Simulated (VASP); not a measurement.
Na2MoH6:

```xyz
9
Lattice="4.4222 0.0000 0.0000 0.0000 4.4222 0.0000 0.0000 0.0000 8.8444" Properties=species:S:1:pos:R:3 pbc="T T T"
Na    2.2111    2.2111    2.2111
Na    2.2111    2.2111    6.6333
H     2.2111    0.0000    0.0000
H     2.2111    0.0000    4.4222
H     0.0000    2.2111    0.0000
H     0.0000    2.2111    4.4222
H     0.0000    0.0000    2.2111
H     0.0000    0.0000    6.6333
Mo    0.0000    0.0000    0.0000
```

This cell differs from its parent crystal: atoms taken out.

```yaml
Program: VASP 6.6.1
Task: relaxation of cell and atoms
Functional: PBE
Potentials_or_basis: VASP PAW PBE potentials, release 64 (Na_pv, H, Mo_sv)
Cutoff: 600 eV
k_mesh: 4 × 4 × 2
Occupations: gaussian, width 0.1 eV
Spin: no spin polarisation
```

At the start: pressure -10.0 GPa; volume 19.22 Å³/atom.

**Question.** Where does the relaxation end?

**Answer.** Over 19 steps the energy falls by 531.1 meV/atom and the volume is 11.28 Å³/atom (-41.3 %); space group P4/mmm (No. 123, to 0.1 Å) before and after.

The path:
| step | energy change (eV) | largest force (eV/Å) | pressure (GPa) | volume (Å³) |
| --- | --- | --- | --- | --- |
| 1 | 0.0000 | 1.8205 | -10.03 | 172.96 |
| 2 | -2.0542 | 1.2804 | -9.53 | 144.55 |
| 3 | -1.2679 | 7.6772 | 27.51 | 78.26 |
| 4 | -3.4562 | 0.5182 | -6.56 | 119.79 |
| 5 | -3.7841 | 1.9831 | 1.68 | 99.77 |
| 6 | -3.8339 | 1.0717 | -1.88 | 106.16 |
| 7 | -4.3238 | 0.6859 | -0.41 | 98.65 |
| 8 | -4.3978 | 0.7102 | 1.10 | 94.88 |
| 9 | -4.3981 | 0.7125 | 1.26 | 94.55 |
| 10 | -4.5012 | 0.5919 | 1.04 | 95.19 |
| 11 | -4.7162 | 0.4105 | 0.70 | 97.06 |
| 12 | -4.5057 | 0.7829 | 2.27 | 100.50 |
| 13 | -4.7473 | 0.2635 | 0.93 | 98.09 |
| 14 | -4.7494 | 0.2826 | 0.89 | 97.88 |
| 15 | -4.7682 | 0.0901 | 0.22 | 100.33 |
| 16 | -4.7682 | 0.0910 | 0.26 | 100.19 |
| 17 | -4.7760 | 0.0906 | -0.40 | 101.77 |
| 18 | -4.7761 | 0.1061 | -0.50 | 102.00 |
| 19 | -4.7797 | 0.0140 | 0.06 | 101.51 |

Final structure:
```cif
data_structure
_symmetry_space_group_name_H-M 'P 1'
_symmetry_Int_Tables_number 1
_cell_length_a 3.4340
_cell_length_b 3.4340
_cell_length_c 8.6081
_cell_angle_alpha 90.000
_cell_angle_beta 90.000
_cell_angle_gamma 90.000
_cell_volume 101.51
loop_
_atom_site_label
_atom_site_type_symbol
_atom_site_fract_x
_atom_site_fract_y
_atom_site_fract_z
_atom_site_occupancy
Na1 Na 0.50000 0.50000 0.29851 1
Na2 Na 0.50000 0.50000 0.70149 1
H1 H 0.50000 0.00000 0.00000 1
H2 H 0.50000 0.00000 0.50000 1
H3 H 0.00000 0.50000 0.00000 1
H4 H 0.00000 0.50000 0.50000 1
H5 H 0.00000 0.00000 0.21258 1
H6 H 0.00000 0.00000 0.78742 1
Mo1 Mo 0.00000 0.00000 0.00000 1
```

Caveat: the cell differs from its parent crystal (atoms taken out); the volume moved by over 15 % at a fixed basis, so the end points are rough.
